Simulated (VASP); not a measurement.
**B2C: single point with PBE**

B2C:

```
B C
1.0
     2.62445    0.00000    0.00000
    -1.31222    2.27284    0.00000
     0.00000    0.00000    3.32880
B C
2 1
Direct
  0.00000 0.00000 0.74522
  0.00000 0.00000 0.25478
  0.33333 0.66667 0.50000
```

```yaml
Program: VASP 6.6.1
Task: single point
Functional: PBE
Potentials_or_basis: VASP PAW PBE potentials, release 64 (B, C)
Cutoff: 600 eV
k_mesh: 6 × 6 × 6
Occupations: gaussian, width 0.1 eV
Spin: no spin polarisation
```

```json
{"Pressure": "0.4 GPa", "Largest force": "0.028 eV/Å", "Band gap on the k mesh": "zero (band 5 reaches 9.70 eV, above the bottom of band 6 at 5.91 eV)"}
```

Forces on the atoms (eV/Å):
```
B    0.000  0.000 -0.028
B    0.000  0.000  0.028
C    0.000  0.000  0.000
```

Stress tensor (GPa, compression positive):
```
-1.24  0.00  0.00
 0.00 -1.24  0.00
 0.00  0.00  3.61
```

Levels at points of the mesh, in eV from the Fermi level:
```csv
k point,band 1,band 2,band 3,band 4,band 5,band 6,band 7,band 8,band 9,band 10
"(0.00, 0.00, 0.00)",-19.36,-7.80,-6.62,-2.08,-2.08,5.52,5.52,7.26,10.01,10.01
"(0.50, 0.00, 0.00)",-14.50,-12.96,-5.36,-4.90,-4.23,2.62,3.45,5.84,7.77,10.40
"(0.00, 0.00, 0.50)",-18.54,-12.77,-1.48,-1.48,1.38,5.20,5.94,5.94,7.21,7.21
"(0.50, 0.00, 0.50)",-13.81,-12.17,-7.99,-6.18,-4.61,3.28,4.07,5.10,13.17,13.65
```

Wall time 11 s on 1 thread of Intel Xeon 8259CL, with other jobs on the host, peak memory 0.14 GiB.

Caveat: the k points lie up to 0.46 Å⁻¹ apart.
